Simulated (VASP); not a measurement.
A run of VASP 6.6.1 is set up as follows.

File INCAR:

```
  PREC = Accurate
  ENCUT = 500
  EDIFF = 1E-7
  ISMEAR = 0
  SIGMA = 0.1
  LREAL = False
  LASPH = True
  NELM = 200
  ALGO = Normal
  ISIF = 3
  LWAVE = False
  LCHARG = False
  GGA = PE
  IBRION = 2
  NSW = 100
  EDIFFG = -0.01
  GGA_COMPAT = False
  NELMIN = 4
  LMAXMIX = 6
```

Contents of KPOINTS:

```
Automatic mesh
0
Gamma
  12 12 12
```

POSCAR

```
Pr3B
1.0
    0.0000000000      3.7196621274      3.7196621274
    3.7196621274      0.0000000000      3.7196621274
    3.7196621274      3.7196621274      0.0000000000
Pr B
3 1
Direct
    0.7500000000      0.7500000000      0.7500000000
    0.2500000000      0.2500000000      0.2500000000
    0.0000000000      0.0000000000      0.0000000000
    0.5000000000      0.5000000000      0.5000000000
```

Potentials or basis: VASP PAW PBE potentials, release 64 (Pr_3, B), 4f in core.

The run is started by

```console
$ cat potpaw_PBE.64/Pr_3/POTCAR potpaw_PBE.64/B/POTCAR > POTCAR
$ mpirun -np 1 vasp_std > vasp.out
```

**Question.** Predict the relaxed volume.

**Answer.** 25.69 Å³/atom.

**Question.** Estimate the relaxed cell.

**Answer.** a = 5.258 Å, b = 5.258 Å, c = 5.258 Å, α = 60.00°, β = 60.00°, γ = 60.00°.

**Question.** What does it give for the band gap on the k mesh?

**Answer.** Zero (bands 18 and 19 overlap by 0.40 eV).

**Question.** What does it give for the space group after relaxing (to 0.1 Å)?

**Answer.** Fm-3m (No. 225).

Final structure:
```
CELL_PARAMETERS angstrom
0.00000 3.71773 3.71773
3.71773 0.00000 3.71773
3.71773 3.71773 0.00000
ATOMIC_POSITIONS crystal
Pr 0.75000 0.75000 0.75000
Pr 0.25000 0.25000 0.25000
Pr 0.00000 0.00000 0.00000
B 0.50000 0.50000 0.50000
```

Caveat: spin-orbit coupling is left out, which moves the levels of the heavy elements; the 4f electrons are frozen in the core, so they carry no moment and show no levels. Spin polarisation is off, so any magnetic state and its effect on volume and gap are missing.
